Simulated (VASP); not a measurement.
# Rh (Fm-3m) in VASP: a series of runs

The runs below take Rh through single point, with PBEsol, RPBE.

Program: VASP 6.6.1. These are calculated values, not measurements. Logs are shortened: lines on timing, memory, paths and dates and some standing lists are left out, and cuts for length are marked.

## (1) The cell of the first run

Symmetry: Fm-3m, No. 225, cubic system. Conventional cell: a = 3.796 Å, b = 3.796 Å, c = 3.796 Å, α = 90.00°, β = 90.00°, γ = 90.00°. Within 3.5 Å of Rh (site symmetry m-3m) lie 12 Rh at 2.68 Å.

## (2) Single point, PBEsol

Contents of INCAR:

```
PREC = Accurate
ENCUT = 520
EDIFF = 1E-7
ISMEAR = 1
SIGMA = 0.1
LREAL = False
LASPH = True
NELM = 60
ALGO = Normal
ISIF = 2
LWAVE = False
LCHARG = True
GGA = PS
LELF = True
LVHAR = True
NBANDS = 14
```

Contents of KPOINTS:

```
regular mesh
0
Gamma
  13 13 13
```

Contents of POSCAR:

```
Rh
1.0
    0.0000000000      1.8978500000      1.8978500000
    1.8978500000      0.0000000000      1.8978500000
    1.8978500000      1.8978500000      0.0000000000
Rh
1
Direct
    0.0000000000      0.0000000000      0.0000000000
```

Potentials or basis: VASP PAW PBE potentials, release 64 (Rh_pv).

Launch:

```
$ cat potpaw_PBE.64/Rh_pv/POTCAR > POTCAR
$ mpirun -np 1 vasp_std > vasp.out
```

OUTCAR:

```text
PREC = Accurate
   ENCUT = 520
   EDIFF = 1E-7
   ISMEAR = 1
   LREAL = False
   LASPH = True
   NELM = 60
   ISIF = 2
   GGA = PS

 ion  position               nearest neighbor table
   1  0.000  0.000  0.000-

  LATTYP: Found a face centered cubic cell.
 ALAT       =     3.7957000000

  Lattice vectors:

 A1 = (   0.0000000000,   1.8978500000,   1.8978500000)
 A2 = (   1.8978500000,   0.0000000000,   1.8978500000)
 A3 = (   1.8978500000,   1.8978500000,   0.0000000000)

Analysis of symmetry for initial positions (statically):
=====================================================================
 Subroutine PRICEL returns:
 Original cell was already a primitive cell.

 Routine SETGRP: Setting up the symmetry group for a
 face centered cubic supercell.

 Subroutine GETGRP returns: Found 48 space group operations
 (whereof 48 operations were pure point group operations)
 out of a pool of 48 trial point group operations.

The static configuration has the point symmetry O_h .

Analysis of symmetry for dynamics (positions and initial velocities):
=====================================================================
 Subroutine PRICEL returns:
 Original cell was already a primitive cell.

 Routine SETGRP: Setting up the symmetry group for a
 face centered cubic supercell.

 Subroutine GETGRP returns: Found 48 space group operations
 (whereof 48 operations were pure point group operations)
 out of a pool of 48 trial point group operations.

The dynamic configuration has the point symmetry O_h .

 Subroutine INISYM returns: Found 48 space group operations
 (whereof 48 operations are pure point group operations),
 and found     1 'primitive' translations

----------------------------------------------------------------------------------------

                                     Primitive cell

  volume of cell :      13.6715

  direct lattice vectors                    reciprocal lattice vectors
     0.000000000  1.897850000  1.897850000    -0.263456016  0.263456016  0.263456016
     1.897850000  0.000000000  1.897850000     0.263456016 -0.263456016  0.263456016
     1.897850000  1.897850000  0.000000000     0.263456016  0.263456016 -0.263456016

  length of vectors
     2.683965209  2.683965209  2.683965209     0.456319205  0.456319205  0.456319205

  position of ions in fractional coordinates (direct lattice)
     0.000000000  0.000000000  0.000000000

  ion indices of the primitive-cell ions
   primitive index   ion index
                 1           1

----------------------------------------------------------------------------------------

 KPOINTS: regular mesh

Automatic generation of k-mesh.
 Grid dimensions read from file:
 generate k-points for:   13   13   13

 Generating k-lattice:

  Cartesian coordinates                     Fractional coordinates (reciprocal lattice)
    -0.020265847  0.020265847  0.020265847     0.076923077  0.000000000  0.000000000
     0.020265847 -0.020265847  0.020265847     0.000000000  0.076923077  0.000000000
     0.020265847  0.020265847 -0.020265847     0.000000000  0.000000000  0.076923077

  Length of vectors
     0.035101477  0.035101477  0.035101477

  Shift w.r.t. Gamma in fractional coordinates (k-lattice)
     0.000000000  0.000000000  0.000000000

 Subroutine IBZKPT returns following result:
 ===========================================

 Found     84 irreducible k-points:

 Following reciprocal coordinates:
            Coordinates               Weight
  0.000000  0.000000  0.000000      1.000000
  0.076923  0.000000  0.000000      8.000000
  0.153846  0.000000  0.000000      8.000000
  0.230769  0.000000  0.000000      8.000000
  0.307692  0.000000  0.000000      8.000000
  0.384615  0.000000  0.000000      8.000000
[... 16 lines left out ...]
  0.384615  0.153846  0.000000     24.000000
  0.461538  0.153846  0.000000     24.000000
 [... further k-points ...]
   k-points           NKPTS =     84   k-points in BZ     NKDIM =     84   number of bands    NBANDS=     14
   number of dos      NEDOS =    301   number of ions     NIONS =      1
   total plane-waves  NPLWV =   8000
   dimension x,y,z NGX =    20 NGY =   20 NGZ =   20
   dimension x,y,z NGXF=    40 NGYF=   40 NGZF=   40
   ions per type =               1
   NGX,Y,Z   is equivalent  to a cutoff of  12.39, 12.39, 12.39 a.u.
   NGXF,Y,Z  is equivalent  to a cutoff of  24.78, 24.78, 24.78 a.u.
 SYSTEM =  unknown system
   PREC   = accura    normal or accurate (medium, high low for compatibility)
   ISTART =      0    job   : 0-new  1-cont  2-samecut
   ICHARG =      2    charge: 1-file 2-atom 10-const
   ISPIN  =      1    spin polarized calculation?
   LNONCOLLINEAR =      F non collinear calculations
   LSORBIT =      F    spin-orbit coupling
   LASPH  =      T    aspherical Exc in radial PAW
   ENCUT  =  520.0 eV  38.22 Ry    6.18 a.u.   4.99  4.99  4.99*2*pi/ulx,y,z
   NELM   =     60;   NELMIN=  2; NELMDL= -5     # of ELM steps
   EDIFF  = 0.1E-06   stopping-criterion for ELM
   LREAL  =      F    real-space projection
   EDIFFG = 0.1E-05   stopping-criterion for IOM
   NSW    =      0    number of steps for IOM
   IBRION =     -1    ionic relax: 0-MD 1-quasi-New 2-CG
   NFREE  =      0    steps in history (QN), initial steepest desc. (CG)
   ISIF   =      2    stress and relaxation
   ISYM   =      2    0-nonsym 1-usesym 2-fastsym
   POTIM  = 0.5000    time-step for ionic-motion
   TEBEG  =    0.0;   TEEND  =   0.0 temperature during run
   PSTRESS=    0.0 pullay stress
   NELECT =      15.0000    total number of electrons
   NUPDOWN=      -1.0000    fix difference up-down
   EMIN   =  10.00;   EMAX   =-10.00  energy-range for DOS
   EFERMI =   0.00;   METHOD = LEGACY
   ISMEAR =     1;   SIGMA  =   0.10  broadening in eV -4-tet -1-fermi 0-gaus
   EFERMI_NEDOS =   21; number of points for ismear=-14 and -15
   IALGO  =     38    algorithm
   IMIX   =      4    mixing-type and parameters
     AMIX     =   0.40;   BMIX     =  1.00
     AMIX_MAG =   1.60;   BMIX_MAG =  1.00
  volume/ion in A,a.u.               =      13.67        92.26
  Fermi-wavevector in a.u.,A,eV,Ry     =   1.688496  3.190795 38.790465  2.851019
  Thomas-Fermi vector in A             =   2.770792
   LORBIT       =      0    0 simple, 1 ext, 2 COOP (PROOUT), +10 PAW based schemes
   GGA     = PS    functional components
   LHFCALC =     F    Hartree Fock is set to
   AEXX    =    0.0000 exact exchange contribution
   IVDW    =     0    specifies the selected vdW correction
   LEPSILON=     F    determine dielectric tensor
   LRPA    =     F    only Hartree local field effects (RPA)
 non-spin polarized calculation
 Methfessel and Paxton  Order N= 1 SIGMA  =   0.10
  energy-cutoff  :      520.00
  volume of cell :       13.67
 maximum number of plane-waves:       379
   NGX =  9   NGY =  9   NGZ =  9

 number of electron      15.0000007 magnetization

 Free energy of the ion-electron system (eV)
  ---------------------------------------------------
  ext. energy  EPLUGINS =         0.00000000
  ---------------------------------------------------
  free energy    TOTEN  =        -8.13661846 eV

  energy without entropy =       -8.13654473  energy(sigma->0) =       -8.13659388

 E-fermi :  11.8433     XC(G=0): -14.2541

 val. band max:       11.8276285890   @ k =  -0.1538   0.1538   0.0000
 cond. band min:      11.8730585299   @ k =  -0.3846   0.1538   0.0000
 fundamental gap:      0.0454299409
 Fermi energy:        11.8433172904

 k-point     1 :       0.0000    0.0000    0.0000
  band No.  band energies     occupation
      1     -34.4838      2.00000
      2     -34.4838      2.00000
      3     -34.4838      2.00000
      4       3.7625      2.00000
      5       8.7362      2.00000
      6       8.7362      2.00000
      7       8.7362      2.00000
      8      10.8699      2.00000
      9      10.8699      2.00000
     10      27.7871      0.00000
     11      32.2114      0.00000
     12      33.2718      0.00000
     13      33.2718      0.00000
     14      33.2718      0.00000

 k-point     2 :       0.0769    0.0000    0.0000
  band No.  band energies     occupation
      1     -34.5283      2.00000
      2     -34.4898      2.00000
      3     -34.4898      2.00000
      4       4.0010      2.00000
      5       8.6317      2.00000
      6       8.8284      2.00000
      7       8.8284      2.00000
      8      10.8191      2.00000
      9      10.8191      2.00000
     10      28.1321      0.00000
     11      32.0379      0.00000
     12      32.2257      0.00000
     13      33.6229      0.00000
     14      33.6229      0.00000

 k-point     3 :       0.1538    0.0000    0.0000
  band No.  band energies     occupation
      1     -34.6507      2.00000
      2     -34.5064      2.00000
      3     -34.5064      2.00000
      4       4.6503      2.00000
      5       8.4230      2.00000
      6       9.0310      2.00000
      7       9.0310      2.00000
      8      10.7563      2.00000
      9      10.7563      2.00000
     10      28.9241      0.00000
     11      29.8805      0.00000
     12      32.2133      0.00000
     13      34.6090      0.00000
     14      34.6090      0.00000
[... 324 lines left out ...]
 k-point    23 :       0.3846    0.1538    0.0000
  band No.  band energies     occupation
      1     -35.0399      2.00000
      2     -34.6326      2.00000
      3     -34.6196      2.00000
      4       6.3414      2.00000
      5       8.1771      2.00000
      6       8.7624      2.00000
      7       9.5924      2.00000
      8      12.2209     -0.00000
      9      12.6895     -0.00000
     10      24.5701      0.00000
     11      29.2406      0.00000
     12      31.5820      0.00000
     13      32.2065      0.00000
     14      33.4557      0.00000

 k-point    24 :       0.4615    0.1538    0.0000
  band No.  band energies     occupation
      1     -35.1401      2.00000
      2     -34.6696      2.00000
      3     -34.6267      2.00000
      4       6.2687      2.00000
      5       8.1806      2.00000
      6       9.3580      2.00000
      7       9.4039      2.00000
      8      12.4990     -0.00000
      9      14.4106      0.00000
     10      21.9439      0.00000
     11      28.4378      0.00000
     12      31.3871      0.00000
     13      32.1664      0.00000
     14      32.3810      0.00000

 [... further k-points ...]

------------------------ aborting loop because EDIFF is reached ----------------------------------------

  FORCE on cell =-STRESS in cart. coord.  units (eV):
  Direction    XX          YY          ZZ          XY          YZ          ZX
  --------------------------------------------------------------------------------------
  -------------------------------------------------------------------------------------
  Total       -0.3086858     -0.3086858     -0.3086858      0.0000000      0.0000000     -0.0000000
  in kB      -36.1752542    -36.1752542    -36.1752542      0.0000000      0.0000000     -0.0000000
  external PRESSURE =     -36.1752542 kB  Pullay stress =       0.0000000 kB

 VOLUME and BASIS-vectors are now :
 -----------------------------------------------------------------------------
  energy-cutoff  :      520.00
  volume of cell :       13.67
      direct lattice vectors                 reciprocal lattice vectors
     0.000000000  1.897850000  1.897850000    -0.263456016  0.263456016  0.263456016
     1.897850000  0.000000000  1.897850000     0.263456016 -0.263456016  0.263456016
     1.897850000  1.897850000  0.000000000     0.263456016  0.263456016 -0.263456016

 POSITION                                       TOTAL-FORCE (eV/Angst)
 -----------------------------------------------------------------------------------
      0.00000      0.00000      0.00000        -0.000000      0.000000     -0.000000
 -----------------------------------------------------------------------------------
    total drift:                                0.000000      0.000000      0.000000

  FREE ENERGIE OF THE ION-ELECTRON SYSTEM (eV)
  ---------------------------------------------------
  free  energy   TOTEN  =        -8.1366184574 eV

  energy  without entropy=       -8.1365447261  energy(sigma->0) =       -8.13659388
```

It took 9.5 s on 1 thread of Intel Xeon 6975P-C, shared host; peak memory 0.13 GiB.

Results:

| Item | Value |
| --- | --- |
| Free energy | -8.1366 eV |
| Pressure | -3.6 GPa |

Caveat: the PAW data sets were made with another functional, which shifts forces and pressure a little.

## (3) Single point, RPBE

Contents of INCAR:

```
  PREC = Accurate
  ENCUT = 520
  EDIFF = 1E-6
  ISMEAR = 1
  SIGMA = 0.1
  LREAL = F
  LASPH = T
  NELM = 80
  ALGO = Normal
  ISIF = 2
  LWAVE = F
  LCHARG = F
  GGA = RP
  NBANDS = 14
```

KPOINTS is that of step 2.

POSCAR is that of step 2.

Potentials or basis: VASP PAW PBE potentials, release 64 (Rh_pv).

Launch:

```
$ cat potpaw_PBE.64/Rh_pv/POTCAR > POTCAR
$ mpirun -np 1 vasp_std > vasp.out
```

Run time: 9.9 s. Hardware: 1 thread of Intel Xeon 6975P-C, shared host; peak memory 0.13 GiB.

It converged, with:

```yaml
Free_energy: -6.5932 eV
Pressure: 12.3 GPa
```

Levels at points of the mesh, in eV from the Fermi level:
| k point | band 5 | band 6 | band 7 | band 8 | band 9 | band 10 |
| --- | --- | --- | --- | --- | --- | --- |
| (0.00, 0.00, 0.00) | -3.08 | -3.08 | -3.08 | -0.98 | -0.98 | 16.02 |

Caveat: the PAW data sets were made with another functional, which shifts forces and pressure a little.
